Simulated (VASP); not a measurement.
Sb: single point with PBE+D3(BJ)

Crystal: Sb.

```xyz
4
Lattice="3.3070 0.0000 0.0000 -1.6535 2.8640 0.0000 0.0000 0.0000 11.0341" Properties=species:S:1:pos:R:3 pbc="T T T"
Sb    0.0000    0.0000    0.0000
Sb    0.0000    1.9093    2.7585
Sb    0.0000    0.0000    5.5171
Sb    1.6535    0.9547    8.2756
```

| Quantity | Value |
| --- | --- |
| Program | VASP 6.6.1 |
| Task | single point |
| Functional | PBE |
| Dispersion | D3(BJ) |
| Potentials or basis | VASP PAW PBE potentials, release 64 (Sb) |
| Cutoff | 520 eV |
| k mesh | 12 × 12 × 4 |
| Occupations | gaussian, width 0.1 eV |
| Spin | no spin polarisation |
| Dipole correction | no |
| Further INCAR settings | ALGO = Normal; EDIFF = 1e-07; NBANDS = 18 |

```
Pressure                   : -0.1 GPa
Band gap on the k mesh     : zero (band 10 reaches 13.61 eV, above the bottom of band 11 at 6.24 eV)
Dispersion energy per atom : -0.541 eV
```

Levels at points of the mesh, in eV from the Fermi level:
```tsv
k point	band 7	band 8	band 9	band 10	band 11	band 12	band 13	band 14
(0.00, 0.00, 0.00)	-1.05	4.00	4.00	4.69	4.69	4.76	4.76	5.26
(0.50, 0.00, 0.00)	-4.02	-3.59	-1.85	-1.03	0.56	1.76	1.78	1.79
(0.00, 0.00, 0.50)	2.70	2.70	4.20	4.20	4.20	4.20	5.34	5.34
(0.50, 0.00, 0.50)	-4.58	-4.58	-0.44	-0.44	0.88	0.88	1.08	1.08
```

Wall time 52 s on 1 thread of AMD EPYC 9R45 96-Core Processor (Zen 5) (shared host), peak memory 0.26 GiB.

Caveat: spin-orbit coupling is left out, which moves the levels of the heavy elements; pairwise dispersion overbinds metals, which lowers pressure and volume.
